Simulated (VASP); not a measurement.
Set up this calculation in VASP 6.6.1, as the native input.

* Task: single point
* Functional: PBEsol
* Potentials or basis: VASP PAW PBE potentials, release 64 (Sb)
* Cutoff: 520 eV
* k mesh: 16 × 16 × 16
* Occupations: gaussian, width 0.15 eV
* Spin: no spin polarisation
* Dipole correction: no
* Further INCAR settings: ALGO = Normal; EDIFF = 1e-06; NBANDS = 8

The structure of Sb lies in POSCAR:

```
Sb
1.0
    3.0810000000      0.0000000000      0.0000000000
    0.0000000000      3.0810000000      0.0000000000
    0.0000000000      0.0000000000      3.3180000000
Sb
1
Direct
    0.0000000000      0.0000000000      0.0000000000
```

This cell differs from its parent crystal: strain -0.025 along x and y, +0.050 along z.

These files were run (other wordings do the same):

INCAR

```
SYSTEM = Sb
PREC = Accurate
ENCUT = 520
EDIFF = 1E-6
ISMEAR = 0
SIGMA = 0.15
LREAL = .FALSE.
LASPH = .TRUE.
NELM = 80
ALGO = Normal
ISIF = 2
LWAVE = .FALSE.
LCHARG = .FALSE.
GGA = PS
NBANDS = 8
```

KPOINTS

```
regular mesh
0
G
  16 16 16
  0 0 0
```

Potentials or basis: VASP PAW PBE potentials, release 64 (Sb).

The run is started by

```sh
$ cat potpaw_PBE.64/Sb/POTCAR > POTCAR
$ mpirun -np 1 vasp_std > vasp.out
```

Results of the run:

- Pressure: -4.1 GPa

Caveat: the cell differs from its parent crystal (strain -0.025 along x and y, +0.050 along z); the PAW data sets were made with another functional, which shifts forces and pressure a little.

It took 31 s on 1 thread of Intel(R) Xeon(R) Platinum 8259CL CPU @ 2.50GHz (Skylake/Cascade Lake), on a shared host, peak memory 0.22 GiB.
